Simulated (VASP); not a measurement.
Write the native input for VASP 6.6.1 that does the following.

- Task: single point
- Functional: r2SCAN
- Potentials or basis: VASP PAW PBE potentials, release 64 (Be, Au)
- Cutoff: 520 eV
- k mesh: 6 × 6 × 6
- Occupations: gaussian, width 0.15 eV
- Spin: no spin polarisation
- Dipole correction: no
- Further INCAR settings: ALGO = Normal; EDIFF = 1e-06; NBANDS = 26

Crystal: BeAu3.

```
Be Au
1.0
     3.98478    0.00000    0.00000
     0.00000    3.98478    0.00000
     0.00000    0.00000    3.98478
Be Au
1 3
Direct
  0.00000 0.00000 0.00000
  0.00000 0.50000 0.50000
  0.50000 0.00000 0.50000
  0.50000 0.50000 0.00000
```

These files were run (other wordings do the same):

POSCAR

```
BeAu3
1.0
    3.9847809874      0.0000000000      0.0000000000
    0.0000000000      3.9847809874      0.0000000000
    0.0000000000      0.0000000000      3.9847809874
Be Au
1 3
Direct
    0.0000000000      0.0000000000      0.0000000000
    0.0000000000      0.5000000000      0.5000000000
    0.5000000000      0.0000000000      0.5000000000
    0.5000000000      0.5000000000      0.0000000000
```

INCAR.step1

```
  ALGO = Normal
  EDIFF = 1E-4
  ENCUT = 520
  GGA = PE
  ISMEAR = 0
  LASPH = True
  LCHARG = False
  LREAL = False
  LWAVE = True
  NBANDS = 26
  NELM = 60
  PREC = Accurate
  SIGMA = 0.15
```

INCAR.step2

```
  ALGO = Normal
  EDIFF = 1E-6
  ENCUT = 520
  ISIF = 2
  ISMEAR = 0
  ISTART = 1
  LASPH = True
  LCHARG = False
  LMIXTAU = True
  LREAL = False
  LWAVE = False
  METAGGA = R2SCAN
  NBANDS = 26
  NELM = 60
  PREC = Accurate
  SIGMA = 0.15
```

KPOINTS

```
k-points
0
Gamma
  6 6 6
```

Potentials or basis: VASP PAW PBE potentials, release 64 (Be, Au).

Launch:

```sh
$ cat potpaw_PBE.64/Be/POTCAR potpaw_PBE.64/Au/POTCAR > POTCAR
$ cp INCAR.step1 INCAR
$ mpirun -np 1 vasp_std > vasp.out
$ cp INCAR.step2 INCAR
$ mpirun -np 1 vasp_std > vasp.out
```

It gave:

```yaml
Pressure: -1.4 GPa
```

Caveat: the PAW data sets were made with another functional, which shifts forces and pressure a little.

Run time: 75 s on 1 thread of Intel(R) Xeon(R) Platinum 8124M CPU @ 3.00GHz (Skylake/Cascade Lake) (shared host), peak memory 0.18 GiB.
